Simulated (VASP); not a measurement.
Set up this calculation in VASP 6.6.1, as the native input.

| Property | Result |
| --- | --- |
| Task | single point |
| Functional | r2SCAN-based global hybrid |
| Potentials or basis | VASP PAW PBE potentials, release 64 (Pb_d, Se) |
| Cutoff | 520 eV |
| k mesh | 4 × 4 × 4 |
| Occupations | fermi-dirac, width 0.05 eV |
| Spin | no spin polarisation |
| Dipole correction | no |
| Grid for exact exchange (PRECFOCK) | Normal |
| Share of exact exchange | 0.25 |
| Further INCAR settings | ALGO = Normal; EDIFF = 1e-07; NBANDS = 17 |

PbSe (Clausthalite):

```xyz
2
Lattice="0.0000 3.0606 3.0606 3.0606 0.0000 3.0606 3.0606 3.0606 0.0000" Properties=species:S:1:pos:R:3 pbc="T T T"
Pb    0.0000    0.0000    0.0000
Se    3.0606    3.0606    3.0606
```

One way to write it, as run:

POSCAR

```
PbSe
1.0
    0.0000000000      3.0606500000      3.0606500000
    3.0606500000      0.0000000000      3.0606500000
    3.0606500000      3.0606500000      0.0000000000
Pb Se
1 1
Direct
    0.0000000000      0.0000000000      0.0000000000
    0.5000000000      0.5000000000      0.5000000000
```

INCAR.step1

```
ALGO     = Normal         # electronic algorithm
EDIFF    = 1E-5           # SCF threshold, eV
ENCUT    = 520            # plane-wave cutoff, eV
GGA      = PE             # functional
ISIF     = 2              # what is computed and relaxed
ISMEAR   = -1             # smearing method
LASPH    = T              # aspherical terms in the spheres
LREAL    = F              # projectors in reciprocal space
LWAVE    = T              # write WAVECAR
NBANDS   = 17             # bands
NELM     = 80             # most SCF steps
PREC     = Accurate       # precision mode
SIGMA    = 0.05           # smearing width, eV
```

INCAR.step2

```
AEXX     = 0.25           # exact-exchange fraction
ALGO     = Normal         # electronic algorithm
EDIFF    = 1E-7           # SCF threshold, eV
ENCUT    = 520            # plane-wave cutoff, eV
ISIF     = 2              # what is computed and relaxed
ISMEAR   = -1             # smearing method
ISTART   = 1            
LASPH    = T              # aspherical terms in the spheres
LCHARG   = T              # write CHGCAR
LELF     = T              # ELF
LHFCALC  = T              # exact exchange
LMIXTAU  = T            
LREAL    = F              # projectors in reciprocal space
LVHAR    = T            
LWAVE    = F              # write WAVECAR
METAGGA  = R2SCAN         # meta-GGA
NBANDS   = 17             # bands
NELM     = 80             # most SCF steps
PREC     = Accurate       # precision mode
PRECFOCK = Normal       
SIGMA    = 0.05           # smearing width, eV
```

KPOINTS

```
k-points
0
Gamma
  4 4 4
```

Potentials or basis: VASP PAW PBE potentials, release 64 (Pb_d, Se).

The run is started by

```sh
$ cat potpaw_PBE.64/Pb_d/POTCAR potpaw_PBE.64/Se/POTCAR > POTCAR
$ cp INCAR.step1 INCAR
$ mpirun -np 1 vasp_std > vasp.out
$ cp INCAR.step2 INCAR
$ mpirun -np 1 vasp_std > vasp.out
```

It gave:

- Pressure: 0.8 GPa
- Band gap on the k mesh: 1.57 eV, direct

Caveat: the k points lie up to 0.44 Å⁻¹ apart; the PAW data sets were made with another functional, which shifts forces and pressure a little; spin-orbit coupling is left out, which moves the levels of the heavy elements.

Wall time 13 min on 1 thread of Intel(R) Xeon(R) Platinum 8488C (Sapphire Rapids), with other jobs on the host, peak memory 0.2 GiB.
